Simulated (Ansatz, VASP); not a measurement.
Two plane-wave programs on Sn

```
Sn
1.0
     3.35269    0.00000    0.00000
    -1.67635    2.90351    0.00000
     0.00000    0.00000    5.34944
Sn
2
Cartesian
  0.0000 1.9357 1.3374
  1.6763 0.9678 4.0121
```

Alike in both runs: functional PBEsol; k mesh 12 × 12 × 4; occupations gaussian, width 0.1 eV; no spin polarisation.

Ansatz relaxed the structure, and its values are those at the end. VASP's run is a single point on that final structure, the one shown.

|  | VASP | Ansatz |
| --- | --- | --- |
| version | VASP 6.6.1 | Ansatz 0.2.0 |
| potentials or method | VASP PAW PBE potentials, release 64 (Sn_d), cutoff 520 eV | scalar-relativistic, plane waves, PAW |
| valence electrons in the cell | 28 | 28 |

|  | VASP | Ansatz | Ansatz less VASP |
| --- | --- | --- | --- |
| gap on the k mesh at the Fermi level (eV) | none | none | - |
| pressure (GPa) | 0.1 | 0.2 | +0.10 |

VASP's potentials were made for PBE, not for PBEsol. A gap of «none» marks a metal or a gap that the smearing closes.
